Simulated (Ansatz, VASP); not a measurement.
## S in VASP and in Ansatz

```
CELL_PARAMETERS angstrom
0.00000 1.96108 1.96108
1.96108 0.00000 1.96108
1.96108 1.96108 0.00000
ATOMIC_POSITIONS crystal
S 0.00000 0.00000 0.00000
```

Change from the starting cell: volume scaled by 0.95, LAPW.

Alike in both runs: task single point; functional PBE; k mesh 16 × 16 × 16; occupations fermi-dirac, width 0.08 eV; no spin polarisation.

|  | VASP | Ansatz |
| --- | --- | --- |
| version | VASP 6.6.1 | Ansatz 0.2.0 |
| potentials or method | VASP PAW PBE potentials, release 64 (S), cutoff 520 eV | all-electron LAPW, scalar-relativistic |

Ansatz gave:

* pressure (GPa): 4.6

Problem. Estimate VASP's values.

Solution. Pressure (GPa): 4.4.

Ansatz ran all-electron here, and VASP with PAW potentials.
